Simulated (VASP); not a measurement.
Here is a VASP 6.6.1 calculation.

The input INCAR:

```
PREC = Accurate
ENCUT = 520
EDIFF = 1E-7
ISMEAR = 0
SIGMA = 0.1
LREAL = False
LASPH = True
NELM = 80
ALGO = Normal
ISIF = 2
LWAVE = False
LCHARG = False
GGA = PE
NBANDS = 20
```

File KPOINTS:

```
Automatic mesh
0
Gamma
  16 16 16
```

File POSCAR:

```
GaGe
1.0
    3.3741037033      0.0000000000      0.0000000000
    0.0000000000      3.3741037033      0.0000000000
    0.0000000000      0.0000000000      3.3741037033
Ga Ge
1 1
Direct
    0.0000000000      0.0000000000      0.0000000000
    0.5000000000      0.5000000000      0.5000000000
```

Potentials or basis: VASP PAW PBE potentials, release 64 (Ga_d, Ge_d).

Run with:

```sh
$ cat potpaw_PBE.64/Ga_d/POTCAR potpaw_PBE.64/Ge_d/POTCAR > POTCAR
$ mpirun -np 1 vasp_std > vasp.out
```

Problem. Estimate the pressure.

Solution. 0.0 GPa.

Problem. Estimate the band gap on the k mesh.

Solution. Zero (an odd number of electrons rules out a gap without spin polarisation).
